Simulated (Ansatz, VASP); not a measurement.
**Si4C3: VASP beside Ansatz**

The input INCAR:

```
SYSTEM = Si4C3
  ALGO = Normal
  EDIFF = 1E-6
  EDIFFG = -0.08
  ENCUT = 600
  GGA = PE
  IBRION = 2
  ISIF = 3
  ISMEAR = 0
  LASPH = .True.
  LCHARG = .False.
  LREAL = .False.
  LWAVE = .False.
  NELM = 100
  NSW = 36
  PREC = Accurate
  SIGMA = 0.2
```

The input KPOINTS:

```
k-points
0
Gamma
  3 3 5
  0 0 0
```

Contents of POSCAR:

```
Si4C3
1.0
    8.2900000000      0.0000000000      0.0000000000
   -4.1450000000      7.1793506000      0.0000000000
    0.0000000000      0.0000000000      3.1700000000
Si C
8 6
Direct
    0.6666666700      0.3333333300      0.7500000000
    0.3000000000      0.3300000000      0.7500000000
    0.6700000000      0.9700000000      0.7500000000
    0.0300000000      0.7000000000      0.7500000000
    0.3333333300      0.6666666700      0.2500000000
    0.9700000000      0.3000000000      0.2500000000
    0.3300000000      0.0300000000      0.2500000000
    0.7000000000      0.6700000000      0.2500000000
    0.4060000000      0.1740000000      0.7500000000
    0.7680000000      0.5940000000      0.7500000000
    0.8260000000      0.2320000000      0.7500000000
    0.2320000000      0.4060000000      0.2500000000
    0.1740000000      0.7680000000      0.2500000000
    0.5940000000      0.8260000000      0.2500000000
```

Input for Ansatz:

```yaml
crystal:
  lattice:
    - [8.29, 0.0, 0.0]
    - [-4.145, 7.1793506, 0.0]
    - [0.0, 0.0, 3.17]
  atoms:
    - { symbol: Si, position: [0.66666667, 0.33333333, 0.75] }
    - { symbol: Si, position: [0.3, 0.33, 0.75] }
    - { symbol: Si, position: [0.67, 0.97, 0.75] }
    - { symbol: Si, position: [0.03, 0.7, 0.75] }
    - { symbol: Si, position: [0.33333333, 0.66666667, 0.25] }
    - { symbol: Si, position: [0.97, 0.3, 0.25] }
    - { symbol: Si, position: [0.33, 0.03, 0.25] }
    - { symbol: Si, position: [0.7, 0.67, 0.25] }
    - { symbol: C, position: [0.406, 0.174, 0.75] }
    - { symbol: C, position: [0.768, 0.594, 0.75] }
    - { symbol: C, position: [0.826, 0.232, 0.75] }
    - { symbol: C, position: [0.232, 0.406, 0.25] }
    - { symbol: C, position: [0.174, 0.768, 0.25] }
    - { symbol: C, position: [0.594, 0.826, 0.25] }
basis:
  ecutwfc: 420
kpoints:
  mp_grid: { grid: [3, 3, 5] }
hamiltonian:
  xc: pbe
scf:
  occupations: { method: gaussian, width: 0.2 }
  lower_state_search: "off"
output:
  forces: true
  stress: true
  eigenvalues: true
relax:
  adjacent_minimum: "off"
  f_tol: 0.08
  max_steps: 16
  cell: { stress_tol: 0.8 }
```

Alike in both runs: task relaxation of cell and atoms; functional PBE; k mesh 3 × 3 × 5; occupations gaussian, width 0.2 eV; no spin polarisation.

```csv
,VASP,Ansatz
version,VASP 6.6.1,Ansatz 0.2.0
potentials or method,"VASP PAW PBE potentials, release 64 (Si, C), cutoff 600 eV","scalar-relativistic, plane waves, PAW"
valence electrons in the cell,56,56
```

Ansatz gave:

- gap on the k mesh at the Fermi level, each at its own relaxed structure (eV): none
- relaxed volume (Å³/atom): 12.77
- relaxed cell length with the largest relative difference (Å): 3.005

Problem. Which values does VASP return?

Solution. gap on the k mesh at the Fermi level, each at its own relaxed structure (eV): none; relaxed volume (Å³/atom): 12.71; relaxed cell length with the largest relative difference (Å): 2.997.

A gap of «none» marks a metal or a gap that the smearing closes.

The k mesh is coarse, so the values compare programs but aren't converged.
